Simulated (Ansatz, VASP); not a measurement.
Ga2O3: VASP beside Ansatz

```
CELL_PARAMETERS angstrom
3.82675 0.00000 0.00000
0.00000 3.82675 0.00000
0.00000 0.00000 3.82675
ATOMIC_POSITIONS crystal
Ga 0.50000 0.50000 0.50000
Ga 0.00000 0.00000 0.00000
O 0.50000 0.00000 0.00000
O 0.00000 0.50000 0.00000
O 0.00000 0.00000 0.50000
```

Alike in both runs: functional PBE; k mesh 10 × 10 × 10; occupations gaussian, width 0.1 eV; no spin polarisation.

Ansatz relaxed the structure, and its values are those at the end. VASP's run is a single point on that final structure, the one shown.

```csv
,VASP,Ansatz
version,VASP 6.6.1,Ansatz 0.2.0
potentials or method,"VASP PAW PBE potentials, release 64 (Ga_d, O), cutoff 520 eV","scalar-relativistic, plane waves, PAW"
valence electrons in the cell,44,44
```

```csv
,VASP,Ansatz,Ansatz less VASP
gap on the k mesh at the Fermi level (eV),none,none,-
pressure (GPa),0.5,0.0,-0.46
```

A gap of «none» marks a metal or a gap that the smearing closes.
